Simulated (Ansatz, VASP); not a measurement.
# HfSi2: VASP beside Ansatz

```
Hf Si
1.0
     1.84132   -7.29645    0.00000
     1.84132    7.29645    0.00000
     0.00000    0.00000    3.65907
Hf Si
2 4
Direct
  0.60547 0.39453 0.25000
  0.39453 0.60547 0.75000
  0.94576 0.05424 0.25000
  0.05424 0.94576 0.75000
  0.24970 0.75030 0.25000
  0.75030 0.24970 0.75000
```

Alike in both runs: functional PBE; k mesh 10 × 10 × 10; occupations gaussian, width 0.1 eV; no spin polarisation.

Ansatz relaxed the structure, and its values are those at the end. VASP's run is a single point on that final structure, the one shown.

|  | VASP | Ansatz |
| --- | --- | --- |
| version | VASP 6.6.1 | Ansatz 0.2.0 |
| potentials or method | VASP PAW PBE potentials, release 64 (Hf_pv, Si), cutoff 500 eV | scalar-relativistic, plane waves, PAW |
| valence electrons in the cell | 36 | 68 |

```tsv
	VASP	Ansatz	Ansatz less VASP
gap on the k mesh at the Fermi level (eV)	none	none	-
pressure (GPa)	0.0	0.0	+0.02
rms of the force components (eV/Å)	0.006	0.001	-0.0054
```

A gap of «none» marks a metal or a gap that the smearing closes. VASP's potentials hold 36 valence electrons a cell and Ansatz's 68, so a difference there can come from the potentials and not from the codes.

Spin-orbit coupling is off throughout.
